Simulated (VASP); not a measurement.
# PbF2 (Fm-3m) in VASP: settings compared

PbF2 is run at these levels: PBE0, r2SCAN; tasks: single point, relaxation of cell and atoms.

All numbers are computed with VASP 6.6.1; they aren't measurements. Logs are shortened: lines on timing, memory, paths and dates and some standing lists are left out, and cuts for length are marked.

## Step 1: The cell of the first run

It takes space group Fm-3m (No. 225, cubic). Conventional cell: a = 5.927 Å, b = 5.927 Å, c = 5.927 Å, α = 90.00°, β = 90.00°, γ = 90.00°. Within 3.4 Å of Pb (site symmetry m-3m) lie 8 F at 2.57 Å. Within 3.4 Å of F (site symmetry -43m) lie 4 Pb at 2.57 Å and 6 F at 2.96 Å.

## Step 2: Single point, PBE0

The input, POSCAR:

```
PbF2
1.0
    0.0000000000      2.9636600000      2.9636600000
    2.9636600000      0.0000000000      2.9636600000
    2.9636600000      2.9636600000      0.0000000000
Pb F
1 2
Direct
    0.0000000000      0.0000000000      0.0000000000
    0.7500000000      0.7500000000      0.7500000000
    0.2500000000      0.2500000000      0.2500000000
```

The input, INCAR.step1:

```
ALGO = Normal
EDIFF = 1E-5
ENCUT = 520
GGA = PE
GGA_COMPAT = F
ISIF = 2
ISMEAR = -1
KPAR = 4
LASPH = T
LREAL = F
LWAVE = T
NBANDS = 21
NELM = 120
PREC = Accurate
SIGMA = 0.05
```

The input, INCAR.step2:

```
AEXX = 0.25
ALGO = Normal
EDIFF = 1E-6
ENCUT = 520
GGA = PE
GGA_COMPAT = F
ISIF = 2
ISMEAR = -1
ISTART = 1
KPAR = 4
LASPH = T
LCHARG = T
LHFCALC = T
LREAL = F
LVHAR = T
LWAVE = F
NBANDS = 21
NELM = 120
PREC = Accurate
PRECFOCK = Normal
SIGMA = 0.05
```

The input, KPOINTS:

```
k-points
0
Gamma
  6 6 6
```

Potentials or basis: VASP PAW PBE potentials, release 64 (Pb_d, F).

On the command line:

```console
cat potpaw_PBE.64/Pb_d/POTCAR potpaw_PBE.64/F/POTCAR > POTCAR
cp INCAR.step1 INCAR
mpirun -np 4 vasp_std > vasp.out
cp INCAR.step2 INCAR
mpirun -np 4 vasp_std > vasp.out
```

OUTCAR:

```text
AEXX = 0.25
   EDIFF = 1E-6
   ENCUT = 520
   GGA = PE
   ISIF = 2
   ISMEAR = -1
   ISTART = 1
   LASPH = T
   LHFCALC = T
   LREAL = F
   NELM = 120
   PREC = Accurate
   PRECFOCK = Normal

 ion  position               nearest neighbor table
   1  0.000  0.000  0.000-   2 2.57   2 2.57   2 2.57   3 2.57   3 2.57   3 2.57   3 2.57   2 2.57

   2  0.750  0.750  0.750-   1 2.57   1 2.57   1 2.57   1 2.57
   3  0.250  0.250  0.250-   1 2.57   1 2.57   1 2.57   1 2.57

  LATTYP: Found a face centered cubic cell.
 ALAT       =     5.9273200000

  Lattice vectors:

 A1 = (   0.0000000000,   2.9636600000,   2.9636600000)
 A2 = (   2.9636600000,   0.0000000000,   2.9636600000)
 A3 = (   2.9636600000,   2.9636600000,   0.0000000000)

Analysis of symmetry for initial positions (statically):
=====================================================================
 Subroutine PRICEL returns:
 Original cell was already a primitive cell.

 Routine SETGRP: Setting up the symmetry group for a
 face centered cubic supercell.

 Subroutine GETGRP returns: Found 48 space group operations
 (whereof 48 operations were pure point group operations)
 out of a pool of 48 trial point group operations.

The static configuration has the point symmetry O_h .

Analysis of symmetry for dynamics (positions and initial velocities):
=====================================================================
 Subroutine PRICEL returns:
 Original cell was already a primitive cell.

 Routine SETGRP: Setting up the symmetry group for a
 face centered cubic supercell.

 Subroutine GETGRP returns: Found 48 space group operations
 (whereof 48 operations were pure point group operations)
 out of a pool of 48 trial point group operations.

The dynamic configuration has the point symmetry O_h .

 Subroutine INISYM returns: Found 48 space group operations
 (whereof 48 operations are pure point group operations),
 and found     1 'primitive' translations

----------------------------------------------------------------------------------------

                                     Primitive cell

  volume of cell :      52.0613

  direct lattice vectors                    reciprocal lattice vectors
     0.000000000  2.963660000  2.963660000    -0.168710311  0.168710311  0.168710311
     2.963660000  0.000000000  2.963660000     0.168710311 -0.168710311  0.168710311
     2.963660000  2.963660000  0.000000000     0.168710311  0.168710311 -0.168710311

  length of vectors
     4.191248166  4.191248166  4.191248166     0.292214830  0.292214830  0.292214830

  position of ions in fractional coordinates (direct lattice)
     0.000000000  0.000000000  0.000000000
     0.750000000  0.750000000  0.750000000
     0.250000000  0.250000000  0.250000000

  ion indices of the primitive-cell ions
   primitive index   ion index
                 1           1
                 2           2
                 3           3

----------------------------------------------------------------------------------------

 KPOINTS: k-points

Automatic generation of k-mesh.
 Grid dimensions read from file:
 generate k-points for:    6    6    6

 Generating k-lattice:

  Cartesian coordinates                     Fractional coordinates (reciprocal lattice)
    -0.028118385  0.028118385  0.028118385     0.166666667  0.000000000  0.000000000
     0.028118385 -0.028118385  0.028118385     0.000000000  0.166666667  0.000000000
     0.028118385  0.028118385 -0.028118385     0.000000000  0.000000000  0.166666667

  Length of vectors
     0.048702472  0.048702472  0.048702472

  Shift w.r.t. Gamma in fractional coordinates (k-lattice)
     0.000000000  0.000000000  0.000000000

 Subroutine IBZKPT returns following result:
 ===========================================

 Found     16 irreducible k-points:

 Following reciprocal coordinates:
            Coordinates               Weight
  0.000000  0.000000  0.000000      1.000000
  0.166667  0.000000  0.000000      8.000000
  0.333333  0.000000  0.000000      8.000000
  0.500000  0.000000  0.000000      4.000000
  0.166667  0.166667  0.000000      6.000000
  0.333333  0.166667  0.000000     24.000000
[... 8 lines left out ...]
 -0.333333  0.333333  0.166667     24.000000
 -0.333333  0.500000  0.166667     12.000000
   k-points           NKPTS =     16   k-points in BZ     NKDIM =    216   number of bands    NBANDS=     21
   number of dos      NEDOS =    301   number of ions     NIONS =      3
   total plane-waves  NPLWV =  32768
   dimension x,y,z NGX =    32 NGY =   32 NGZ =   32
   dimension x,y,z NGXF=    64 NGYF=   64 NGZF=   64
   ions per type =               1   2
   NGX,Y,Z   is equivalent  to a cutoff of  12.69, 12.69, 12.69 a.u.
   NGXF,Y,Z  is equivalent  to a cutoff of  25.39, 25.39, 25.39 a.u.
 SYSTEM =  unknown system
   PREC   = accura    normal or accurate (medium, high low for compatibility)
   ISTART =      1    job   : 0-new  1-cont  2-samecut
   ICHARG =      0    charge: 1-file 2-atom 10-const
   ISPIN  =      1    spin polarized calculation?
   LNONCOLLINEAR =      F non collinear calculations
   LSORBIT =      F    spin-orbit coupling
   LASPH  =      T    aspherical Exc in radial PAW
   ENCUT  =  520.0 eV  38.22 Ry    6.18 a.u.   7.79  7.79  7.79*2*pi/ulx,y,z
   NELM   =    120;   NELMIN=  2; NELMDL=  0     # of ELM steps
   EDIFF  = 0.1E-05   stopping-criterion for ELM
   LREAL  =      F    real-space projection
   EDIFFG = 0.1E-04   stopping-criterion for IOM
   NSW    =      0    number of steps for IOM
   IBRION =     -1    ionic relax: 0-MD 1-quasi-New 2-CG
   NFREE  =      0    steps in history (QN), initial steepest desc. (CG)
   ISIF   =      2    stress and relaxation
   ISYM   =      3    0-nonsym 1-usesym 2-fastsym
   POTIM  = 0.5000    time-step for ionic-motion
   TEBEG  =    0.0;   TEEND  =   0.0 temperature during run
   PSTRESS=    0.0 pullay stress
   NELECT =      28.0000    total number of electrons
   NUPDOWN=      -1.0000    fix difference up-down
   EMIN   =  10.00;   EMAX   =-10.00  energy-range for DOS
   EFERMI =   0.00;   METHOD = LEGACY
   ISMEAR =    -1;   SIGMA  =   0.05  broadening in eV -4-tet -1-fermi 0-gaus
   EFERMI_NEDOS =   21; number of points for ismear=-14 and -15
   IALGO  =     38    algorithm
   IMIX   =      1    mixing-type and parameters
     AMIX     =   0.40;   BMIX     =  1.00
     AMIX_MAG =   1.60;   BMIX_MAG =  1.00
  volume/ion in A,a.u.               =      17.35       117.11
  Fermi-wavevector in a.u.,A,eV,Ry     =   1.331340  2.515869 24.115883  1.772467
  Thomas-Fermi vector in A             =   2.460359
   LORBIT       =      0    0 simple, 1 ext, 2 COOP (PROOUT), +10 PAW based schemes
   GGA     = PE    functional components
   LHFCALC =     T    Hartree Fock is set to
   PRECFOCK=normal    Normal, Fast or Accurate (Low or Medium for compatibility)
   ENCUT4O =  -1.0   cutoff for four orbital integrals eV
   NKREDX  =     1    reduce k-point grid by
   NKREDY  =     1    reduce k-point grid by
   NKREDZ  =     1    reduce k-point grid by
   AEXX    =    0.2500 exact exchange contribution
   HFSCREEN=    0.0000 screening length (either q_TF or 0.3 A-1)
   HFSCREENC=   0.0000 screening length for correlation (either q_TF or 0.3 A-1)
   ENCUTFOCK=  -1.0 apply spherical cutoff to Coloumb kernel
   IVDW    =     0    specifies the selected vdW correction
   LEPSILON=     F    determine dielectric tensor
   LRPA    =     F    only Hartree local field effects (RPA)
 non-spin polarized calculation
  energy-cutoff  :      520.00
  volume of cell :       52.06
 maximum number of plane-waves:      1420
  NGX = 24; NGY = 24; NGZ = 24

 number of electron      28.0000005 magnetization

 Free energy of the ion-electron system (eV)
  ---------------------------------------------------
  ext. energy  EPLUGINS =         0.00000000
  ---------------------------------------------------
  free energy    TOTEN  =       -19.03759537 eV

  energy without entropy =      -19.03759537  energy(sigma->0) =      -19.03759537

 E-fermi :   1.6833     XC(G=0):  -7.3562

 val. band max:        0.5434554210   @ k =  -0.3333   0.5000   0.1667
 cond. band min:       7.0299099727   @ k =   0.5000   0.5000   0.0000
 fundamental gap:      6.4864545517
 Fermi energy:         1.6833432768

 k-point     1 :       0.0000    0.0000    0.0000
  band No.  band energies     occupation
      1     -22.7724      2.00000
      2     -22.1358      2.00000
      3     -15.0732      2.00000
      4     -15.0732      2.00000
      5     -15.0732      2.00000
      6     -14.9906      2.00000
[... 13 lines left out ...]
     20      18.0127      0.00000
     21      20.7151      0.00000

 k-point     2 :       0.1667    0.0000    0.0000
  band No.  band energies     occupation
      1     -22.7193      2.00000
      2     -22.1835      2.00000
      3     -15.0619      2.00000
      4     -15.0619      2.00000
      5     -15.0168      2.00000
      6     -14.9904      2.00000
[... 13 lines left out ...]
     20      17.3874      0.00000
     21      19.5070      0.00000

 k-point     3 :       0.3333    0.0000    0.0000
  band No.  band energies     occupation
      1     -22.5920      2.00000
      2     -22.2965      2.00000
      3     -15.0489      2.00000
      4     -15.0489      2.00000
      5     -14.9803      2.00000
      6     -14.9803      2.00000
[... 13 lines left out ...]
     20      16.7753      0.00000
     21      17.8714      0.00000

 k-point     4 :       0.5000    0.0000    0.0000
  band No.  band energies     occupation
      1     -22.4735      2.00000
      2     -22.4060      2.00000
      3     -15.0476      2.00000
      4     -15.0476      2.00000
      5     -14.9699      2.00000
      6     -14.9699      2.00000
[... 13 lines left out ...]
     20      16.6031      0.00000
     21      17.1879      0.00000

 k-point     5 :       0.1667    0.1667    0.0000
  band No.  band energies     occupation
      1     -22.7037      2.00000
      2     -22.1965      2.00000
      3     -15.0502      2.00000
      4     -15.0502      2.00000
      5     -15.0107      2.00000
      6     -14.9992      2.00000
[... 13 lines left out ...]
     20      18.2837      0.00000
     21      19.6604      0.00000

 k-point     6 :       0.3333    0.1667    0.0000
  band No.  band energies     occupation
      1     -22.6075      2.00000
      2     -22.2794      2.00000
      3     -15.0325      2.00000
      4     -15.0298      2.00000
      5     -14.9979      2.00000
      6     -14.9763      2.00000
[... 13 lines left out ...]
     20      18.0673      0.00000
     21      19.1271      0.00000

 k-point     7 :       0.5000    0.1667    0.0000
  band No.  band energies     occupation
      1     -22.4856      2.00000
      2     -22.3890      2.00000
      3     -15.0298      2.00000
      4     -15.0255      2.00000
      5     -14.9702      2.00000
      6     -14.9691      2.00000
[... 13 lines left out ...]
     20      18.2731      0.00000
     21      18.8447      0.00000
[... 99 lines left out ...]
      1     -22.4414      2.00000
      2     -22.4242      2.00000
      3     -15.0136      2.00000
      4     -15.0001      2.00000
      5     -14.9853      2.00000
      6     -14.9166      2.00000
[... 13 lines left out ...]
     20      18.9263      0.00000
     21      19.7101      0.00000

 k-point    13 :       0.5000    0.5000    0.0000
  band No.  band energies     occupation
      1     -22.4899      2.00000
      2     -22.3694      2.00000
      3     -15.0286      2.00000
      4     -14.9788      2.00000
      5     -14.9788      2.00000
      6     -14.9676      2.00000
[... 13 lines left out ...]
     20      19.6766      0.00000
     21      20.2713      0.00000

 k-point    14 :       0.5000    0.3333    0.1667
  band No.  band energies     occupation
      1     -22.5225      2.00000
      2     -22.3504      2.00000
      3     -15.0157      2.00000
      4     -15.0074      2.00000
      5     -14.9923      2.00000
      6     -14.9561      2.00000
[... 13 lines left out ...]
     20      18.9394      0.00000
     21      19.6875      0.00000

 k-point    15 :      -0.3333    0.3333    0.1667
  band No.  band energies     occupation
      1     -22.4411      2.00000
      2     -22.4242      2.00000
      3     -15.0132      2.00000
      4     -15.0020      2.00000
      5     -14.9781      2.00000
      6     -14.9331      2.00000
[... 13 lines left out ...]
     20      19.5734      0.00000
     21      19.5973      0.00000

 k-point    16 :      -0.3333    0.5000    0.1667
  band No.  band energies     occupation
      1     -22.4601      2.00000
      2     -22.4002      2.00000
      3     -15.0179      2.00000
      4     -14.9788      2.00000
      5     -14.9775      2.00000
      6     -14.9448      2.00000
[... 13 lines left out ...]
     20      18.3426      0.00000
     21      19.6450      0.00000

------------------------ aborting loop because EDIFF is reached ----------------------------------------

  FORCE on cell =-STRESS in cart. coord.  units (eV):
  Direction    XX          YY          ZZ          XY          YZ          ZX
  --------------------------------------------------------------------------------------
  -------------------------------------------------------------------------------------
  Total        0.2200519      0.2200519      0.2200519     -0.0000000      0.0000000      0.0000000
  in kB        6.7720564      6.7720564      6.7720564     -0.0000000      0.0000000      0.0000000
  external PRESSURE =       6.7720564 kB  Pullay stress =       0.0000000 kB

 VOLUME and BASIS-vectors are now :
 -----------------------------------------------------------------------------
  energy-cutoff  :      520.00
  volume of cell :       52.06
      direct lattice vectors                 reciprocal lattice vectors
     0.000000000  2.963660000  2.963660000    -0.168710311  0.168710311  0.168710311
     2.963660000  0.000000000  2.963660000     0.168710311 -0.168710311  0.168710311
     2.963660000  2.963660000  0.000000000     0.168710311  0.168710311 -0.168710311

 POSITION                                       TOTAL-FORCE (eV/Angst)
 -----------------------------------------------------------------------------------
      0.00000      0.00000      0.00000         0.000000      0.000000     -0.000000
      4.44549      4.44549      4.44549         0.000000     -0.000000      0.000000
      1.48183      1.48183      1.48183        -0.000000      0.000000     -0.000000
 -----------------------------------------------------------------------------------
    total drift:                                0.000000     -0.000000     -0.000000

  FREE ENERGIE OF THE ION-ELECTRON SYSTEM (eV)
  ---------------------------------------------------
  free  energy   TOTEN  =       -19.0375953668 eV

  energy  without entropy=      -19.0375953668  energy(sigma->0) =      -19.03759537
```

It took 31 min on 4 MPI ranks of Intel Xeon Platinum 8488C (Sapphire Rapids), shared host; peak memory 0.2 GiB.

Results:

```
Free energy            : -19.0376 eV
Pressure               : 0.7 GPa
Band gap on the k mesh : 6.49 eV (least direct gap 6.59 eV)
```

Caveat: the PAW data sets were made with another functional, which shifts forces and pressure a little; spin-orbit coupling is left out, which moves the levels of the heavy elements. A k mesh can miss the band edges.

## Step 3: Relaxation of cell and atoms, r2SCAN, target pressure 30 GPa, at which the enthalpy is minimised

POSCAR is that of step 2.

The input, INCAR.step1:

```
SYSTEM = PbF2
ALGO = Normal
EDIFF = 1E-5
EDIFFG = -0.005
ENCUT = 660
GGA = PE
GGA_COMPAT = .FALSE.
IBRION = 2
ISIF = 3
ISMEAR = -1
LASPH = .TRUE.
LCHARG = .FALSE.
LREAL = .FALSE.
LWAVE = .TRUE.
NELM = 120
NELMIN = 4
NSW = 100
PREC = Accurate
SIGMA = 0.05
```

The input, INCAR.step2:

```
SYSTEM = PbF2
ALGO = Normal
EDIFF = 1E-7
EDIFFG = -0.01
ENCUT = 660
GGA_COMPAT = .FALSE.
IBRION = 2
ISIF = 3
ISMEAR = -1
ISTART = 1
LASPH = .TRUE.
LCHARG = .FALSE.
LMIXTAU = .TRUE.
LREAL = .FALSE.
LWAVE = .FALSE.
METAGGA = R2SCAN
NELM = 120
NELMIN = 4
NSW = 60
PREC = Accurate
PSTRESS = 300.0
SIGMA = 0.05
```

The input, KPOINTS:

```
k-points
0
G
  8 8 8
  0 0 0
```

Potentials or basis: VASP PAW PBE potentials, release 64 (Pb_d, F).

On the command line:

```console
cat potpaw_PBE.64/Pb_d/POTCAR potpaw_PBE.64/F/POTCAR > POTCAR
cp INCAR.step1 INCAR
mpirun -np 1 vasp_std > vasp.out
cp INCAR.step2 INCAR
mpirun -np 1 vasp_std > vasp.out
```

Wall time 6.3 min (1 thread of Intel Xeon 6975P-C (Granite Rapids), shared host); peak memory 0.27 GiB.

The run converged. Its results:

```
Free energy                                                : -69.3863 eV
Relaxed volume                                             : 13.81 Å³/atom
Relaxed cell                                               : a = 3.884 Å, b = 3.884 Å, c = 3.884 Å, α = 60.00°, β = 60.00°, γ = 60.00°
Space group after relaxing (to 0.1 Å)                      : Fm-3m (No. 225)
Energy change on relaxing (the run minimises the enthalpy) : +261.0 meV/atom
Ionic steps                                                : 5
Pressure after relaxing                                    : 30.0 GPa
Band gap on the k mesh                                     : 4.61 eV (least direct gap 4.91 eV)
```

Step by step:
```
step  energy change (eV)  largest force (eV/Å)  pressure (GPa)  volume (Å³)
   1              0.0000                0.0000           -0.41        52.06
   2              5.4543                0.0000          136.17        30.98
   3              0.6615                0.0000           26.73        42.11
   4              0.7470                0.0000           29.05        41.62
   5              0.7830                0.0000           30.01        41.43
```

Final structure:
```
CELL_PARAMETERS angstrom
0.00000 2.74632 2.74632
2.74632 0.00000 2.74632
2.74632 2.74632 0.00000
ATOMIC_POSITIONS crystal
Pb 0.00000 0.00000 0.00000
F 0.75000 0.75000 0.75000
F 0.25000 0.25000 0.25000
```

Levels at points of the mesh, in eV from the valence-band top:
| k point | band 12 | band 13 | band 14 | band 15 | band 16 | band 17 |
| --- | --- | --- | --- | --- | --- | --- |
| (0.00, 0.00, 0.00) | -4.02 | -4.02 | -4.02 | 7.21 | 7.21 | 7.21 |
| (0.50, 0.00, 0.00) | -4.11 | -4.11 | -0.22 | 4.99 | 8.81 | 8.81 |
| (0.50, 0.50, 0.00) | -3.37 | -3.37 | -0.18 | 4.73 | 8.24 | 9.16 |

Caveat: the cell is relaxed towards a set pressure, so the run minimises the enthalpy, not the energy; the volume moved by over 15 % at a fixed basis, so the end points are rough; the PAW data sets were made with another functional, which shifts forces and pressure a little; spin-orbit coupling is left out, which moves the levels of the heavy elements. A k mesh can miss the band edges.
